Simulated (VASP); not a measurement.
Runs of VASP 6.6.1 on AlN. The structure is that of space group Fm-3m (No. 225), or close to it. The cells are those of the table. 

| cell | gap on the mesh (eV) | pressure (GPa) |
| --- | --- | --- |
| a = 2.822 Å, angles 60.0°, 2 atoms | 4.94 | (c) |
| a = 2.898 Å, angles 60.0°, 2 atoms | (a) | -9.6 |
| a = 2.832, b = 2.832, c = 2.860 Å, angles 59.7, 59.7, 60.7°, 2 atoms | (b) | 5.7 |
| a = 2.841 Å, angles 60.0°, 2 atoms | 4.74 | 5.4 |

Alike in all rows: level PBEsol; potentials or basis VASP PAW PBE potentials, release 64 (Al, N); no spin polarisation; k mesh 14 × 14 × 14; smearing gaussian 0.05 eV.

Fill in the values left out.

(a) 4.17; (b) 4.57; (c) 11.6.

Caveats: the PAW data sets were made with another functional, which shifts forces and pressure a little; the cell stands under pressure (at least some runs); the cell stands under tension (at least some runs).

A k mesh can miss the band edges.
